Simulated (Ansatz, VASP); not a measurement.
Two plane-wave programs on TlRu3

```
CELL_PARAMETERS angstrom
3.98648 0.00000 0.00000
0.00000 3.98648 0.00000
0.00000 0.00000 3.98648
ATOMIC_POSITIONS crystal
Tl 0.00000 0.00000 0.00000
Ru 0.00000 0.50000 0.50000
Ru 0.50000 0.00000 0.50000
Ru 0.50000 0.50000 0.00000
```

Alike in both runs: functional PBE; k mesh 4 × 4 × 4; occupations gaussian, width 0.1 eV; no spin polarisation.

Ansatz relaxed the structure, and its values are those at the end. VASP's run is a single point on that final structure, the one shown.

|  | VASP | Ansatz |
| --- | --- | --- |
| version | VASP 6.6.1 | Ansatz 0.2.0 |
| potentials or method | VASP PAW PBE potentials, release 64 (Tl_d, Ru_pv), cutoff 520 eV | scalar-relativistic, plane waves, PAW |
| valence electrons in the cell | 55 | 61 |

```tsv
	VASP	Ansatz	Ansatz less VASP
gap on the k mesh at the Fermi level (eV)	none	none	-
pressure (GPa)	0.0	0.0	-0.03
```

A gap of «none» marks a metal or a gap that the smearing closes. With one functional, cell and mesh, what is left measures potentials, basis and numerics. VASP's potentials hold 55 valence electrons a cell and Ansatz's 61, so a difference there can come from the potentials and not from the codes.

The k mesh is coarse, so the values compare programs but aren't converged. Spin-orbit coupling is off throughout.
